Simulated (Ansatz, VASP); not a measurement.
**Sr in VASP and in Ansatz**

File INCAR:

```
  AGGAC = 1.0
  AGGAX = 1.0
  ALDAC = 0.0
  ALDAX = 1.0
  ALGO = Normal
  EDIFF = 1E-6
  ENCUT = 520
  GGA = B5
  ISIF = 2
  ISMEAR = -1
  LASPH = T
  LCHARG = F
  LREAL = F
  LWAVE = F
  NBANDS = 28
  NELM = 80
  PREC = Accurate
  SIGMA = 0.1
```

KPOINTS

```
k-points
0
Gamma
  10 10 3
```

POSCAR

```
Sr
1.0
    4.4704256041      0.0000000000      0.0000000000
   -2.2352128020      3.8715021389      0.0000000000
    0.0000000000      0.0000000000     14.6016876466
Sr
4
Direct
    1.0000000000      1.0000000000      1.0000000000
    1.0000000000      0.0000000000      0.5000000000
    0.3333333333      0.6666666667      0.2500000000
    0.6666666667      0.3333333333      0.7500000000
```

Input for Ansatz:

```yaml
crystal:
  lattice:
    - [4.4704256041, 0.0, 0.0]
    - [-2.235212802, 3.8715021389, 0.0]
    - [0.0, 0.0, 14.6016876466]
  atoms:
    - { symbol: Sr, position: [1.0, 1.0, 1.0] }
    - { symbol: Sr, position: [1.0, 0.0, 0.5] }
    - { symbol: Sr, position: [0.3333333333, 0.6666666667, 0.25] }
    - { symbol: Sr, position: [0.6666666667, 0.3333333333, 0.75] }
hamiltonian:
  xc: blyp
  pseudopotentials:
    kind: paw
    azcp:
      Sr: "pseudopotentials/Sr.paw.azcp"
basis:
  ecutwfc: 420
  fft_grid_basis: typed
kpoints:
  mp_grid: { grid: [10, 10, 3], shift: [0, 0, 0] }
magnetization:
  spin_polarized: false
scf:
  occupations: { method: fermi_dirac, width: 0.1 }
  lower_state_search: "off"
output:
  stress: true
  write_density: true
  write_potential: true
  elf: true
  volumetric_format: npy
```

Alike in both runs: task single point; functional BLYP; k mesh 10 × 10 × 3; occupations fermi-dirac, width 0.1 eV; no spin polarisation.

|  | VASP | Ansatz |
| --- | --- | --- |
| version | VASP 6.6.1 | Ansatz 0.2.0 |
| potentials or method | VASP PAW PBE potentials, release 64 (Sr_sv), cutoff 520 eV | plane waves (420 eV) with PAW, scalar-relativistic |
| valence electrons in the cell | 40 | 40 |

```csv
,VASP,Ansatz,Ansatz less VASP
pressure (GPa),-1.0,-1.0,0.00
```

VASP's potentials were made for PBE, not for BLYP.
